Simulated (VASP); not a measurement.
LaFeGe:

```xyz
3
Lattice="4.2318 0.0000 0.0000 -2.1159 3.6649 0.0000 0.0000 0.0000 4.2858" Properties=species:S:1:pos:R:3 pbc="T T T"
La    0.0000    0.0000    0.0000
Ge    2.1159    1.2216    2.1429
Fe    0.0000    2.4432    2.1429
```

Base run:

```yaml
Program: VASP 6.6.1
Functional: PBE
Potentials_or_basis: VASP PAW PBE potentials, release 64 (La, Ge_d, Fe)
Cutoff: 520 eV
k_mesh: 6 × 6 × 5
Occupations: fermi-dirac, width 0.05 eV
Spin: collinear spin, ferromagnetic start
Starting_moments: "[0.0, 0.0, 0.8] μB"
Fixed_moment: 0.8 μB
```

Its results: pressure -2.7 GPa; site moments La -0.14; Ge -0.07; Fe +1.25 μB.

Problem. The run is repeated on the same cell with these changes: fixed moment from 0.8 μB to 6 μB; moments at the start from [0.0, 0.0, 0.8] to [0.0, 0.0, 6.0]. What comes out?

Solution. Pressure 7.7 GPa; site moments La +0.71; Ge +0.25; Fe +3.56 μB.

Caveats: the total moment is fixed, so each spin has its own Fermi level.
